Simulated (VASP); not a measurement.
# AlNi (Pm-3m) in VASP: single point with PBE+U

Aim: the single point of AlNi with PBE+U.

Everything below comes from runs of VASP 6.6.1. Logs are shortened: lines on timing, memory, paths and dates and some standing lists are left out, and cuts for length are marked.

## 1. The cell of the first run

The structure is cubic, space group Pm-3m (No. 221). The conventional cell has a = 2.893 Å, b = 2.893 Å, c = 2.893 Å, α = 90.00°, β = 90.00°, γ = 90.00°. Al (site symmetry m-3m) has 8 Ni at 2.51 Å and 6 Al at 2.89 Å within 3.3 Å. Ni (site symmetry m-3m) has 8 Al at 2.51 Å and 6 Ni at 2.89 Å within 3.3 Å.

## 2. Single point, PBE+U, non-collinear spin, typed start, spin-orbit coupling

The input, INCAR:

```
SYSTEM = AlNi
PREC     = Accurate       ! precision mode
ENCUT    = 520            ! plane-wave cutoff, eV
EDIFF    = 1E-6           ! SCF threshold, eV
ISMEAR   = 0              ! smearing method
SIGMA    = 0.05           ! smearing width, eV
LREAL    = .FALSE.        ! projectors in reciprocal space
LASPH    = .TRUE.         ! aspherical terms in the spheres
NELM     = 150            ! most SCF steps
ALGO     = Normal         ! electronic algorithm
ISIF     = 2              ! what is computed and relaxed
LWAVE    = .FALSE.        ! write WAVECAR
LCHARG   = .FALSE.        ! write CHGCAR
LNONCOLLINEAR= .TRUE.         ! non-collinear magnetism
MAGMOM   = 0 0 0 0 0 0.8  ! initial moments
LORBIT   = 11             ! projections on sites
LSORBIT  = .TRUE.         ! spin-orbit coupling
GGA_COMPAT= .FALSE.      
LORBMOM  = .TRUE.       
LMAXMIX  = 4              ! l up to which the mixer works
LDAU     = .TRUE.         ! DFT+U
LDAUTYPE = 2            
LDAUL    = -1 2           ! shell
LDAUU    = 0 8            ! U, eV
LDAUJ    = 0 0          
LDAUPRINT= 1            
GGA      = PE             ! functional
NBANDS   = 25             ! bands
```

The input, KPOINTS:

```
Automatic mesh
0
Gamma
  12 12 12
  0.5 0.5 0.5
```

The input, POSCAR:

```
AlNi
1.0
    2.8933713769      0.0000000000      0.0000000000
    0.0000000000      2.8933713769      0.0000000000
    0.0000000000      0.0000000000      2.8933713769
Al Ni
1 1
Direct
    0.0000000000      0.0000000000      0.0000000000
    0.5000000000      0.5000000000      0.5000000000
```

Potentials or basis: VASP PAW PBE potentials, release 64 (Al, Ni).

Command:

```sh
cat potpaw_PBE.64/Al/POTCAR potpaw_PBE.64/Ni/POTCAR > POTCAR
mpirun -np 1 vasp_ncl > vasp.out
```

OUTCAR:

```text
SYSTEM = AlNi
   PREC = Accurate
   ENCUT = 520
   EDIFF = 1E-6
   ISMEAR = 0
   LREAL = .FALSE.
   LASPH = .TRUE.
   NELM = 150
   ISIF = 2
   LNONCOLLINEAR = .TRUE.
   LORBIT = 11
   LSORBIT = .TRUE.
   GGA = PE

 ion  position               nearest neighbor table
   1  0.000  0.000  0.000-   2 2.51   2 2.51   2 2.51   2 2.51   2 2.51   2 2.51   2 2.51   2 2.51

   2  0.500  0.500  0.500-   1 2.51   1 2.51   1 2.51   1 2.51   1 2.51   1 2.51   1 2.51   1 2.51

  LATTYP: Found a simple cubic cell.
 ALAT       =     2.8933713769

  Lattice vectors:

 A1 = (   2.8933713769,   0.0000000000,   0.0000000000)
 A2 = (   0.0000000000,   2.8933713769,   0.0000000000)
 A3 = (   0.0000000000,   0.0000000000,   2.8933713769)

Analysis of symmetry for initial positions (statically):
=====================================================================
 Subroutine PRICEL returns:
 Original cell was already a primitive cell.

 Routine SETGRP: Setting up the symmetry group for a
 simple cubic supercell.

 Subroutine GETGRP returns: Found 48 space group operations
 (whereof 48 operations were pure point group operations)
 out of a pool of 48 trial point group operations.

The static configuration has the point symmetry O_h .

Analysis of symmetry for dynamics (positions and initial velocities):
=====================================================================
 Subroutine PRICEL returns:
 Original cell was already a primitive cell.

 Routine SETGRP: Setting up the symmetry group for a
 simple cubic supercell.

 Subroutine GETGRP returns: Found 48 space group operations
 (whereof 48 operations were pure point group operations)
 out of a pool of 48 trial point group operations.

The dynamic configuration has the point symmetry O_h .

Analysis of structural, dynamic, and magnetic symmetry:
=====================================================================
 Subroutine PRICEL returns:
 Original cell was already a primitive cell.

 Routine SETGRP: Setting up the symmetry group for a
 simple cubic supercell.

 Subroutine GETGRP returns: Found  8 space group operations
 (whereof  8 operations were pure point group operations)
 out of a pool of 48 trial point group operations.

The overall configuration has the point symmetry C_4h.

 Subroutine INISYM returns: Found  8 space group operations
 (whereof  8 operations are pure point group operations),
 and found     1 'primitive' translations

----------------------------------------------------------------------------------------

                                     Primitive cell

  volume of cell :      24.2221

  direct lattice vectors                    reciprocal lattice vectors
     2.893371377  0.000000000  0.000000000     0.345617575  0.000000000  0.000000000
     0.000000000  2.893371377  0.000000000     0.000000000  0.345617575  0.000000000
     0.000000000  0.000000000  2.893371377     0.000000000  0.000000000  0.345617575

  length of vectors
     2.893371377  2.893371377  2.893371377     0.345617575  0.345617575  0.345617575

  position of ions in fractional coordinates (direct lattice)
     0.000000000  0.000000000  0.000000000
     0.500000000  0.500000000  0.500000000

  ion indices of the primitive-cell ions
   primitive index   ion index
                 1           1
                 2           2

----------------------------------------------------------------------------------------

 KPOINTS: Automatic mesh

Automatic generation of k-mesh.
 Grid dimensions read from file:
 generate k-points for:   12   12   12

 Generating k-lattice:

  Cartesian coordinates                     Fractional coordinates (reciprocal lattice)
[... 145 lines left out ...]
  o =  0.8926  v = -0.0000 -0.5745  0.0000 -0.0031 -0.0000  0.5830 -0.0000 -0.0000 -0.0000  0.0000      0.0000 -0.0031  0.0000  0.5745 -0.0000  0.0031 -0.0000 -0.0000 -0.0000  0.0052
  o =  0.8934  v =  0.0000  0.0000 -0.2217 -0.0000 -0.0000  0.0000  0.5430 -0.0000  0.2454  0.0000      0.0000 -0.0000  0.4906 -0.0000 -0.0000 -0.0000  0.2454 -0.0000 -0.5430  0.0000
  o =  0.8934  v =  0.0000 -0.3493 -0.0000  0.0063  0.0000 -0.6837  0.0000  0.0000  0.0000 -0.0097      0.0000  0.0063  0.0000  0.3493 -0.0000  0.0124  0.0000 -0.0000 -0.0000 -0.5368
  o =  0.8935  v =  0.6937 -0.0000  0.0000  0.0000 -0.0000  0.0000 -0.3386  0.0000 -0.0001  0.0000      0.0000 -0.0000 -0.0000 -0.0000 -0.5379 -0.0000  0.0001 -0.0000 -0.3386  0.0000
  o =  0.8935  v = -0.0000 -0.5966  0.0000  0.0121  0.0000  0.0000  0.0000  0.0108 -0.0000  0.0000      0.0000 -0.0121  0.0000 -0.5966  0.0000 -0.0000 -0.0000 -0.5365  0.0000  0.0000
  o =  0.9056  v =  0.4389 -0.0000 -0.0000 -0.0000  0.0000 -0.0000 -0.2200  0.0000 -0.0000 -0.0000      0.0000  0.0000  0.0000 -0.0000  0.8430 -0.0000  0.0000  0.0000 -0.2200  0.0000
  o =  0.9056  v =  0.0000 -0.0000 -0.0357  0.0000  0.0000 -0.0000 -0.3803 -0.0000 -0.0161  0.0000      0.0000 -0.0000  0.8419 -0.0000 -0.0000  0.0000 -0.0161  0.0000  0.3803  0.0000
  o =  0.9056  v = -0.0000 -0.3791 -0.0000 -0.0151  0.0000 -0.0000  0.0000  0.0337 -0.0000 -0.0000      0.0000  0.0151 -0.0000 -0.3791 -0.0000 -0.0000 -0.0000  0.8432 -0.0000  0.0000
  o =  0.9056  v =  0.0000  0.2188 -0.0000  0.0001  0.0000  0.4387 -0.0000  0.0000 -0.0000  0.0004      0.0000  0.0001  0.0000 -0.2188  0.0000  0.0002 -0.0000  0.0000  0.0000 -0.8436

 number of electron      13.0000014 magnetization       0.0000000      0.0000000      0.0000899

 Free energy of the ion-electron system (eV)
  ---------------------------------------------------
  ext. energy  EPLUGINS =         0.00000000
  ---------------------------------------------------
  free energy    TOTEN  =        -6.10423475 eV

  energy without entropy =       -6.10280894  energy(sigma->0) =       -6.10352184

 E-fermi :   9.0629     XC(G=0): -11.8957

 val. band max:        9.0476554359   @ k =   0.3750   0.2917   0.1250
 cond. band min:       9.0801388908   @ k =   0.4583   0.2917   0.4583
 fundamental gap:      0.0324834549
 Fermi energy:         9.0629420990

 k-point     1 :       0.0417    0.0417    0.0417
  band No.  band energies     occupation
      1      -1.1255      1.00000
      2      -1.1254      1.00000
      3       5.1435      1.00000
      4       5.1438      1.00000
      5       5.1461      1.00000
      6       5.1464      1.00000
[... 661 lines left out ...]
     24      23.2649      0.00000
     25      25.3448      0.00000

 [... further k-points ...]
[... 5 lines left out ...]
  --------------------------------------------------------------------------------------
  -------------------------------------------------------------------------------------
  Total       -1.4915136     -1.4915136     -1.4915108      0.0000000     -0.0000000      0.0000000
  in kB      -98.6563955    -98.6563955    -98.6562149      0.0000011     -0.0000000      0.0000000
  external PRESSURE =     -98.6563353 kB  Pullay stress =       0.0000000 kB

 VOLUME and BASIS-vectors are now :
 -----------------------------------------------------------------------------
  energy-cutoff  :      520.00
  volume of cell :       24.22
      direct lattice vectors                 reciprocal lattice vectors
     2.893371377  0.000000000  0.000000000     0.345617575  0.000000000  0.000000000
     0.000000000  2.893371377  0.000000000     0.000000000  0.345617575  0.000000000
     0.000000000  0.000000000  2.893371377     0.000000000  0.000000000  0.345617575

 POSITION                                       TOTAL-FORCE (eV/Angst)
 -----------------------------------------------------------------------------------
      0.00000      0.00000      0.00000         0.000000      0.000000      0.000000
      1.44669      1.44669      1.44669         0.000000      0.000000      0.000000
 -----------------------------------------------------------------------------------
    total drift:                                0.000000     -0.000000     -0.000000

  FREE ENERGIE OF THE ION-ELECTRON SYSTEM (eV)
  ---------------------------------------------------
  free  energy   TOTEN  =        -6.1042347526 eV

  energy  without entropy=       -6.1028089357  energy(sigma->0) =       -6.10352184

 orbital moment (x)

 # of ion     p       d       tot
 ----------------------------------------
  1         0.000   0.000   0.000
  2         0.000  -0.000  -0.000
 ----------------------------------------
            0.000  -0.000  -0.000

 orbital moment (y)

 # of ion     p       d       tot
 ----------------------------------------
  1         0.000   0.000   0.000
  2         0.000   0.000   0.000
 ----------------------------------------
            0.000   0.000   0.000

 orbital moment (z)

 # of ion     p       d       tot
 ----------------------------------------
  1         0.000   0.000   0.000
  2        -0.000   0.000   0.000
 ----------------------------------------
            0.000   0.000   0.000

 Spin-Orbit-Coupling matrix elements

 Ion:    1  E_soc:     -0.0001461
 l=   1
     0.0000000    -0.0000244    -0.0000244
    -0.0000244     0.0000000    -0.0000244
    -0.0000244    -0.0000244     0.0000000
 l=   2
     0.0000000     0.0000000     0.0000000     0.0000000     0.0000000
     0.0000000     0.0000000     0.0000000     0.0000000     0.0000000
     0.0000000     0.0000000     0.0000000     0.0000000     0.0000000
     0.0000000     0.0000000     0.0000000     0.0000000     0.0000000
     0.0000000     0.0000000     0.0000000     0.0000000     0.0000000
 l=   3
     0.0000000     0.0000000     0.0000000     0.0000000     0.0000000     0.0000000     0.0000000
     0.0000000     0.0000000     0.0000000     0.0000000     0.0000000     0.0000000     0.0000000
     0.0000000     0.0000000     0.0000000     0.0000000     0.0000000     0.0000000     0.0000000
     0.0000000     0.0000000     0.0000000     0.0000000     0.0000000     0.0000000     0.0000000
     0.0000000     0.0000000     0.0000000     0.0000000     0.0000000     0.0000000     0.0000000
     0.0000000     0.0000000     0.0000000     0.0000000     0.0000000     0.0000000     0.0000000
     0.0000000     0.0000000     0.0000000     0.0000000     0.0000000     0.0000000     0.0000000

 Ion:    2  E_soc:     -0.0125528
 l=   1
     0.0000000    -0.0002609    -0.0002609
    -0.0002609     0.0000000    -0.0002609
    -0.0002609    -0.0002609     0.0000000
 l=   2
     0.0000000    -0.0003045     0.0000000    -0.0003045    -0.0015267
    -0.0003045     0.0000000    -0.0011451    -0.0003045    -0.0003817
     0.0000000    -0.0011451     0.0000000    -0.0011451     0.0000000
    -0.0003045    -0.0003045    -0.0011451     0.0000000    -0.0003817
    -0.0015267    -0.0003817     0.0000000    -0.0003817     0.0000000
 l=   3
     0.0000000     0.0000000     0.0000000     0.0000000     0.0000000     0.0000000     0.0000000
     0.0000000     0.0000000     0.0000000     0.0000000     0.0000000     0.0000000     0.0000000
     0.0000000     0.0000000     0.0000000     0.0000000     0.0000000     0.0000000     0.0000000
     0.0000000     0.0000000     0.0000000     0.0000000     0.0000000     0.0000000     0.0000000
     0.0000000     0.0000000     0.0000000     0.0000000     0.0000000     0.0000000     0.0000000
     0.0000000     0.0000000     0.0000000     0.0000000     0.0000000     0.0000000     0.0000000
     0.0000000     0.0000000     0.0000000     0.0000000     0.0000000     0.0000000     0.0000000

 total charge

# of ion       s       p       d       tot
------------------------------------------
    1        0.384   0.385   0.000   0.769
    2        0.427   0.439   8.940   9.807
--------------------------------------------------
tot          0.811   0.824   8.940  10.575

 magnetization (x)

# of ion       s       p       d       tot
------------------------------------------
    1       -0.000   0.000   0.000  -0.000
    2        0.000   0.000   0.000   0.000
--------------------------------------------------
tot         -0.000   0.000   0.000  -0.000

 magnetization (y)

# of ion       s       p       d       tot
------------------------------------------
    1        0.000   0.000   0.000   0.000
    2        0.000   0.000   0.000   0.000
--------------------------------------------------
tot          0.000   0.000   0.000   0.000

 magnetization (z)

# of ion       s       p       d       tot
------------------------------------------
    1       -0.000   0.000   0.000  -0.000
    2        0.000   0.000  -0.000  -0.000
--------------------------------------------------
tot          0.000   0.000  -0.000  -0.000
```

It took 11 min on 1 thread of Intel Xeon 8259CL, shared host; peak memory 0.34 GiB.

What came out:

* Free energy: -6.1042 eV
* Pressure: -9.9 GPa
* Net moment: 0.00 μB per cell
* Valence electrons inside the program's atomic spheres: Al 0.77; Ni 9.81

Moments on the atoms (μB; x, y, z):
```
Al  0.00 0.00 0.00
Ni  0.00 0.00 0.00
```

Caveat: the cell stands under tension; the U is typed as a test and isn't derived for this compound. The state reached can hang on the start; a lower one may exist.
